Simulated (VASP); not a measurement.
# ZrNbSe3 (Pm-3m) in VASP: further runs

The runs below take ZrNbSe3 through single point, relaxation of cell and atoms, with PBE.

Everything below comes from runs of VASP 6.6.1. Logs are shortened: lines on timing, memory, paths and dates and some standing lists are left out, and cuts for length are marked.

## 1. The cell of the first run

Symmetry: Pm-3m, No. 221, cubic system. The conventional cell has a = 5.143 Å, b = 5.143 Å, c = 5.143 Å, α = 90.00°, β = 90.00°, γ = 90.00°. Zr (site symmetry m-3m) has 6 Se at 2.57 Å within 3.4 Å. Nb (site symmetry m-3m) has 12 Se at 3.64 Å and 8 Zr at 4.45 Å within 4.8 Å. Se (site symmetry 4/mmm) has 2 Zr at 2.57 Å within 3.4 Å.

The cell was built from a structure type or drawn by symmetry, and may not be a known phase.

## 2. Single point, PBE, collinear spin

File INCAR:

```
  ALGO = Normal
  EDIFF = 1E-6
  ENCUT = 520
  GGA = PE
  ISIF = 2
  ISMEAR = 0
  ISPIN = 2
  LASPH = True
  LCHARG = True
  LELF = True
  LMAXMIX = 4
  LORBIT = 11
  LREAL = False
  LVHAR = True
  LWAVE = False
  MAGMOM = 0 3.14 0 0 0
  NBANDS = 34
  NELM = 150
  PREC = Accurate
  SIGMA = 0.1
```

File KPOINTS:

```
k-points
0
Gamma
  8 8 8
```

File POSCAR:

```
ZrNbSe3
1.0
    5.1434740847      0.0000000000      0.0000000000
    0.0000000000      5.1434740847      0.0000000000
    0.0000000000      0.0000000000      5.1434740847
Zr Nb Se
1 1 3
Direct
    0.5000000000      0.5000000000      0.5000000000
    0.0000000000      0.0000000000      0.0000000000
    0.5000000000      0.5000000000      0.0000000000
    0.0000000000      0.5000000000      0.5000000000
    0.5000000000      0.0000000000      0.5000000000
```

Potentials or basis: VASP PAW PBE potentials, release 64 (Zr_sv, Nb_sv, Se).

Launch:

```sh
cat potpaw_PBE.64/Zr_sv/POTCAR potpaw_PBE.64/Nb_sv/POTCAR potpaw_PBE.64/Se/POTCAR > POTCAR
mpirun -np 1 vasp_std > vasp.out
```

OUTCAR:

```text
EDIFF = 1E-6
   ENCUT = 520
   GGA = PE
   ISIF = 2
   ISMEAR = 0
   ISPIN = 2
   LASPH = True
   LORBIT = 11
   LREAL = False
   NELM = 150
   PREC = Accurate

 ion  position               nearest neighbor table
   1  0.500  0.500  0.500-   3 2.57   4 2.57   5 2.57   3 2.57   5 2.57   4 2.57
   2  0.000  0.000  0.000-
   3  0.500  0.500  0.000-   1 2.57   1 2.57
   4  0.000  0.500  0.500-   1 2.57   1 2.57
   5  0.500  0.000  0.500-   1 2.57   1 2.57

  LATTYP: Found a simple cubic cell.
 ALAT       =     5.1434740847

  Lattice vectors:

 A1 = (   5.1434740847,   0.0000000000,   0.0000000000)
 A2 = (   0.0000000000,   5.1434740847,   0.0000000000)
 A3 = (   0.0000000000,   0.0000000000,   5.1434740847)

Analysis of symmetry for initial positions (statically):
=====================================================================
 Subroutine PRICEL returns:
 Original cell was already a primitive cell.

 Routine SETGRP: Setting up the symmetry group for a
 simple cubic supercell.

 Subroutine GETGRP returns: Found 48 space group operations
 (whereof 48 operations were pure point group operations)
 out of a pool of 48 trial point group operations.

The static configuration has the point symmetry O_h .

Analysis of symmetry for dynamics (positions and initial velocities):
=====================================================================
 Subroutine PRICEL returns:
 Original cell was already a primitive cell.

 Routine SETGRP: Setting up the symmetry group for a
 simple cubic supercell.

 Subroutine GETGRP returns: Found 48 space group operations
 (whereof 48 operations were pure point group operations)
 out of a pool of 48 trial point group operations.

The dynamic configuration has the point symmetry O_h .

Analysis of structural, dynamic, and magnetic symmetry:
=====================================================================
 Subroutine PRICEL returns:
 Original cell was already a primitive cell.

 Routine SETGRP: Setting up the symmetry group for a
 simple cubic supercell.

 Subroutine GETGRP returns: Found 48 space group operations
 (whereof 48 operations were pure point group operations)
 out of a pool of 48 trial point group operations.

The overall configuration has the point symmetry O_h .

 Subroutine INISYM returns: Found 48 space group operations
 (whereof 48 operations are pure point group operations),
 and found     1 'primitive' translations

----------------------------------------------------------------------------------------

                                     Primitive cell

  volume of cell :     136.0723

  direct lattice vectors                    reciprocal lattice vectors
     5.143474085  0.000000000  0.000000000     0.194421122  0.000000000  0.000000000
     0.000000000  5.143474085  0.000000000     0.000000000  0.194421122  0.000000000
     0.000000000  0.000000000  5.143474085     0.000000000  0.000000000  0.194421122

  length of vectors
     5.143474085  5.143474085  5.143474085     0.194421122  0.194421122  0.194421122

  position of ions in fractional coordinates (direct lattice)
     0.500000000  0.500000000  0.500000000
     0.000000000  0.000000000  0.000000000
     0.500000000  0.500000000  0.000000000
     0.000000000  0.500000000  0.500000000
     0.500000000  0.000000000  0.500000000

  ion indices of the primitive-cell ions
   primitive index   ion index
                 1           1
                 2           2
                 3           3
                 4           4
                 5           5

----------------------------------------------------------------------------------------

 KPOINTS: k-points

Automatic generation of k-mesh.
 Grid dimensions read from file:
 generate k-points for:    8    8    8

 Generating k-lattice:

  Cartesian coordinates                     Fractional coordinates (reciprocal lattice)
     0.024302640  0.000000000  0.000000000     0.125000000  0.000000000  0.000000000
     0.000000000  0.024302640  0.000000000     0.000000000  0.125000000  0.000000000
     0.000000000  0.000000000  0.024302640     0.000000000  0.000000000  0.125000000

  Length of vectors
     0.024302640  0.024302640  0.024302640

  Shift w.r.t. Gamma in fractional coordinates (k-lattice)
     0.000000000  0.000000000  0.000000000

 Subroutine IBZKPT returns following result:
 ===========================================

 Found     35 irreducible k-points:

 Following reciprocal coordinates:
            Coordinates               Weight
  0.000000  0.000000  0.000000      1.000000
  0.125000  0.000000  0.000000      6.000000
  0.250000  0.000000  0.000000      6.000000
  0.375000  0.000000  0.000000      6.000000
  0.500000  0.000000  0.000000      3.000000
  0.125000  0.125000  0.000000     12.000000
[... 16 lines left out ...]
  0.375000  0.375000  0.125000     24.000000
  0.500000  0.375000  0.125000     24.000000
 [... further k-points ...]
   k-points           NKPTS =     35   k-points in BZ     NKDIM =     35   number of bands    NBANDS=     34
   number of dos      NEDOS =    301   number of ions     NIONS =      5
   total plane-waves  NPLWV =  64000
   dimension x,y,z NGX =    40 NGY =   40 NGZ =   40
   dimension x,y,z NGXF=    80 NGYF=   80 NGZF=   80
   ions per type =               1   1   3
   NGX,Y,Z   is equivalent  to a cutoff of  12.93, 12.93, 12.93 a.u.
   NGXF,Y,Z  is equivalent  to a cutoff of  25.86, 25.86, 25.86 a.u.
 SYSTEM =  unknown system
   PREC   = accura    normal or accurate (medium, high low for compatibility)
   ISTART =      0    job   : 0-new  1-cont  2-samecut
   ICHARG =      2    charge: 1-file 2-atom 10-const
   ISPIN  =      2    spin polarized calculation?
   LNONCOLLINEAR =      F non collinear calculations
   LSORBIT =      F    spin-orbit coupling
   LASPH  =      T    aspherical Exc in radial PAW
   ENCUT  =  520.0 eV  38.22 Ry    6.18 a.u.   9.56  9.56  9.56*2*pi/ulx,y,z
   NELM   =    150;   NELMIN=  2; NELMDL= -5     # of ELM steps
   EDIFF  = 0.1E-05   stopping-criterion for ELM
   LREAL  =      F    real-space projection
[... 7 lines left out ...]
   TEBEG  =    0.0;   TEEND  =   0.0 temperature during run
   PSTRESS=    0.0 pullay stress
   NELECT =      43.0000    total number of electrons
   NUPDOWN=      -1.0000    fix difference up-down
   EMIN   =  10.00;   EMAX   =-10.00  energy-range for DOS
   EFERMI =   0.00;   METHOD = LEGACY
   ISMEAR =     0;   SIGMA  =   0.10  broadening in eV -4-tet -1-fermi 0-gaus
   EFERMI_NEDOS =   21; number of points for ismear=-14 and -15
   IALGO  =     38    algorithm
   IMIX   =      4    mixing-type and parameters
     AMIX     =   0.40;   BMIX     =  1.00
     AMIX_MAG =   1.60;   BMIX_MAG =  1.00
  volume/ion in A,a.u.               =      27.21       183.65
  Fermi-wavevector in a.u.,A,eV,Ry     =   1.115084  2.107204 16.917665  1.243413
  Thomas-Fermi vector in A             =   2.251686
   LORBIT       =     11    0 simple, 1 ext, 2 COOP (PROOUT), +10 PAW based schemes
   GGA     = PE    functional components
   LHFCALC =     F    Hartree Fock is set to
   AEXX    =    0.0000 exact exchange contribution
   IVDW    =     0    specifies the selected vdW correction
   LEPSILON=     F    determine dielectric tensor
   LRPA    =     F    only Hartree local field effects (RPA)
 spin polarized calculation
 Gauss-broadening in eV      SIGMA  =   0.10
  energy-cutoff  :      520.00
  volume of cell :      136.07
 maximum number of plane-waves:      3743
 NGX is ok and might be reduce to    40
   NGX = 19   NGY = 19   NGZ = 19

 number of electron      43.0000004 magnetization       2.9278233

 Free energy of the ion-electron system (eV)
  ---------------------------------------------------
  ext. energy  EPLUGINS =         0.00000000
  ---------------------------------------------------
  free energy    TOTEN  =       -28.85635070 eV

  energy without entropy =      -28.82887008  energy(sigma->0) =      -28.84261039

 E-fermi :   4.7280     XC(G=0):  -9.4111

 val. band max:        4.7227130775   @ k =   0.1250   0.0000   0.0000
 cond. band min:       4.7300765802   @ k =   0.5000   0.3750   0.3750
 fundamental gap:      0.0073635027
 Fermi energy:         4.7279529332

 spin component 1

 k-point     1 :       0.0000    0.0000    0.0000
  band No.  band energies     occupation
      1     -51.4698      1.00000
      2     -44.9511      1.00000
      3     -27.6334      1.00000
      4     -27.6334      1.00000
      5     -27.6334      1.00000
      6     -23.0596      1.00000
[... 25 lines left out ...]
     32      10.0798      0.00000
     33      11.0468      0.00000

 k-point     2 :       0.1250    0.0000    0.0000
  band No.  band energies     occupation
      1     -51.4697      1.00000
      2     -44.9511      1.00000
      3     -27.6335      1.00000
      4     -27.6334      1.00000
      5     -27.6334      1.00000
      6     -23.0618      1.00000
[... 25 lines left out ...]
     32      10.3884      0.00000
     33      10.5558      0.00000
[... 754 lines left out ...]
     32       9.9541      0.00000
     33      10.0917      0.00000

 k-point    24 :       0.5000    0.3750    0.1250
  band No.  band energies     occupation
      1     -51.4697      1.00000
      2     -44.9513      1.00000
      3     -27.6342      1.00000
      4     -27.6340      1.00000
      5     -27.6334      1.00000
      6     -23.0737      1.00000
[... 25 lines left out ...]
     32       9.8022      0.00000
     33      10.2541      0.00000

 [... further k-points ...]

 spin component 2

 k-point     1 :       0.0000    0.0000    0.0000
  band No.  band energies     occupation
      1     -49.8139      1.00000
      2     -44.9193      1.00000
      3     -25.7368      1.00000
      4     -25.7368      1.00000
      5     -25.7368      1.00000
      6     -23.0218      1.00000
[... 25 lines left out ...]
     32      10.0646      0.00000
     33      11.5538      0.00000

 k-point     2 :       0.1250    0.0000    0.0000
  band No.  band energies     occupation
      1     -49.8139      1.00000
      2     -44.9193      1.00000
      3     -25.7369      1.00000
      4     -25.7368      1.00000
      5     -25.7368      1.00000
      6     -23.0241      1.00000
[... 25 lines left out ...]
     32      10.4129      0.00000
     33      11.2109      0.00000
[... 754 lines left out ...]
     32      10.6915      0.00000
     33      10.8014      0.00000

 k-point    24 :       0.5000    0.3750    0.1250
  band No.  band energies     occupation
      1     -49.8139      1.00000
      2     -44.9195      1.00000
      3     -25.7376      1.00000
      4     -25.7375      1.00000
      5     -25.7368      1.00000
      6     -23.0365      1.00000
[... 25 lines left out ...]
     32      10.5164      0.00000
     33      11.0413      0.00000

 [... further k-points ...]

 [bands above 33 left out]

------------------------ aborting loop because EDIFF is reached ----------------------------------------

  FORCE on cell =-STRESS in cart. coord.  units (eV):
  Direction    XX          YY          ZZ          XY          YZ          ZX
  --------------------------------------------------------------------------------------
  -------------------------------------------------------------------------------------
  Total        0.0442148      0.0442148      0.0442148      0.0000000     -0.0000000     -0.0000000
  in kB        0.5206057      0.5206057      0.5206057      0.0000000     -0.0000000     -0.0000000
  external PRESSURE =       0.5206057 kB  Pullay stress =       0.0000000 kB

 VOLUME and BASIS-vectors are now :
 -----------------------------------------------------------------------------
  energy-cutoff  :      520.00
  volume of cell :      136.07
      direct lattice vectors                 reciprocal lattice vectors
     5.143474085  0.000000000  0.000000000     0.194421122  0.000000000  0.000000000
     0.000000000  5.143474085  0.000000000     0.000000000  0.194421122  0.000000000
     0.000000000  0.000000000  5.143474085     0.000000000  0.000000000  0.194421122

 POSITION                                       TOTAL-FORCE (eV/Angst)
 -----------------------------------------------------------------------------------
      2.57174      2.57174      2.57174         0.000000      0.000000      0.000000
      0.00000      0.00000      0.00000         0.000000      0.000000      0.000000
      2.57174      2.57174      0.00000         0.000000      0.000000      0.000000
      0.00000      2.57174      2.57174         0.000000      0.000000      0.000000
      2.57174      0.00000      2.57174         0.000000      0.000000      0.000000
 -----------------------------------------------------------------------------------
    total drift:                                0.000000      0.000000     -0.000000

  FREE ENERGIE OF THE ION-ELECTRON SYSTEM (eV)
  ---------------------------------------------------
  free  energy   TOTEN  =       -28.8563507043 eV

  energy  without entropy=      -28.8288700843  energy(sigma->0) =      -28.84261039

 total charge

# of ion       s       p       d       tot
------------------------------------------
    1        2.181   6.022   1.579   9.783
    2        2.054   5.883   2.567  10.503
    3        1.465   2.390   0.024   3.879
    4        1.465   2.390   0.024   3.879
    5        1.465   2.390   0.024   3.879
--------------------------------------------------
tot          8.629  19.076   4.217  31.922

 magnetization (x)

# of ion       s       p       d       tot
------------------------------------------
    1        0.003   0.001   0.046   0.050
    2        0.035   0.014   2.358   2.407
    3        0.001  -0.120   0.004  -0.115
    4        0.001  -0.120   0.004  -0.115
    5        0.001  -0.120   0.004  -0.115
--------------------------------------------------
tot          0.042  -0.345   2.416   2.112
```

Run time: 2.8 min. Hardware: 1 thread of AMD EPYC 9R45 (Zen 5), shared host; peak memory 0.42 GiB.

What came out:

| Property | Result |
| --- | --- |
| Free energy | -28.8564 eV |
| Pressure | 0.1 GPa |
| Net moment | 2.93 μB per cell |
| Site moments | Zr +0.05; Nb +2.41; Se -0.12 μB |
| Valence electrons inside the program's atomic spheres | Zr 9.78; Nb 10.50; Se 3.88 |

Levels at points of the mesh, in eV from the Fermi level:
Spin up:
```csv
k point,band 20,band 21,band 22,band 23,band 24,band 25,band 26,band 27
"(0.00, 0.00, 0.00)",-0.90,-0.90,-0.90,-0.78,-0.78,-0.78,-0.46,0.37
"(0.50, 0.00, 0.00)",-1.28,-0.59,-0.52,-0.01,0.39,0.54,0.54,2.14
"(0.50, 0.50, 0.00)",-0.92,-0.56,-0.39,0.15,0.15,0.53,1.27,2.48
"(0.50, 0.50, 0.50)",-0.51,-0.43,-0.43,-0.38,-0.11,-0.11,-0.11,2.47
```
Spin down:
```
           k point  band 18  band 19  band 20  band 21  band 22  band 23
(0.00, 0.00, 0.00)    -0.85    -0.85    -0.85    -0.19    -0.19    -0.19
(0.50, 0.00, 0.00)    -2.34    -1.18    -1.18     0.03     1.38     1.72
(0.50, 0.50, 0.00)    -2.55    -2.51    -0.46     1.53     1.60     1.80
(0.50, 0.50, 0.50)    -0.30    -0.30    -0.30     0.97     1.43     1.43
```

(Part 1 of 2 ends here.)
